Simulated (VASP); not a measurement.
Set up this calculation in VASP 6.6.1, as the native input.

| Property | Result |
| --- | --- |
| Task | single point |
| Functional | LDA |
| Potentials or basis | VASP PAW LDA potentials, release 64 (Ge_d, Ga_d) |
| Cutoff | 520 eV |
| k mesh | 7 × 7 × 7 |
| Occupations | fermi-dirac, width 0.05 eV |
| Spin | no spin polarisation |
| Dipole correction | no |
| Further INCAR settings | ALGO = Normal; EDIFF = 1e-06; NBANDS = 36 |

The structure of GaGe3 lies in POSCAR:

```
GaGe3
1.0
    0.0000000000      3.4535989049      3.4535989049
    3.4535989049      0.0000000000      3.4535989049
    3.4535989049      3.4535989049      0.0000000000
Ge Ga
3 1
Direct
    0.5000000000      0.5000000000      0.5000000000
    0.7500000000      0.7500000000      0.7500000000
    0.2500000000      0.2500000000      0.2500000000
    0.0000000000      0.0000000000      0.0000000000
```

The input as run:

INCAR

```
SYSTEM = GaGe3
PREC = Accurate
ENCUT = 520
EDIFF = 1E-6
ISMEAR = -1
SIGMA = 0.05
LREAL = .FALSE.
LASPH = .TRUE.
NELM = 80
ALGO = Normal
ISIF = 2
LWAVE = .FALSE.
LCHARG = .FALSE.
GGA = CA
NBANDS = 36
```

KPOINTS

```
regular mesh
0
G
  7 7 7
  0 0 0
```

Potentials or basis: VASP PAW LDA potentials, release 64 (Ge_d, Ga_d).

Launch:

```console
$ cat potpaw_LDA.64/Ge_d/POTCAR potpaw_LDA.64/Ga_d/POTCAR > POTCAR
$ mpirun -np 1 vasp_std > vasp.out
```

It gave:

```json
{
  "Pressure": "-8.1 GPa"
}
```

Wall time 31 s on 1 thread of AMD EPYC 9R45 96-Core Processor (Zen 5), with other jobs on the host, peak memory 0.16 GiB.
